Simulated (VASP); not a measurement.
Wanted: the native input for a VASP 6.6.1 run.

```
Task                   : single point
Functional             : PBEsol
Potentials or basis    : VASP PAW PBE potentials, release 64 (Lu)
Cutoff                 : 520 eV
k mesh                 : 19 × 19 × 19
Occupations            : fermi-dirac, width 0.1 eV
Spin                   : no spin polarisation
Dipole correction      : no
Further INCAR settings : ALGO = Normal; EDIFF = 1e-07; NBANDS = 18
```

The structure of Lu lies in POSCAR:

```
Lu
1.0
   -1.9122036356      1.9122036356      1.9122036356
    1.9122036356     -1.9122036356      1.9122036356
    1.9122036356      1.9122036356     -1.9122036356
Lu
1
Direct
    0.0000000000      0.0000000000      0.0000000000
```

The input as run:

INCAR

```
SYSTEM = Lu
ALGO     = Normal         ! electronic algorithm
EDIFF    = 1E-7           ! SCF threshold, eV
ENCUT    = 520            ! plane-wave cutoff, eV
GGA      = PS             ! functional
ISIF     = 2              ! what is computed and relaxed
ISMEAR   = -1             ! smearing method
LASPH    = .TRUE.         ! aspherical terms in the spheres
LCHARG   = .TRUE.         ! write CHGCAR
LELF     = .TRUE.         ! ELF
LREAL    = .FALSE.        ! projectors in reciprocal space
LVHAR    = .TRUE.       
LWAVE    = .FALSE.        ! write WAVECAR
NBANDS   = 18             ! bands
NELM     = 60             ! most SCF steps
PREC     = Accurate       ! precision mode
SIGMA    = 0.1            ! smearing width, eV
```

KPOINTS

```
k-points
0
G
  19 19 19
  0 0 0
```

Potentials or basis: VASP PAW PBE potentials, release 64 (Lu).

The run is started by

```bash
$ cat potpaw_PBE.64/Lu/POTCAR > POTCAR
$ mpirun -np 1 vasp_std > vasp.out
```

Results of the run:

```
Pressure : 0.1 GPa
```

Caveat: the PAW data sets were made with another functional, which shifts forces and pressure a little.

Wall time 100 s on 1 thread of Intel Xeon 6975P-C (shared host), peak memory 0.25 GiB.
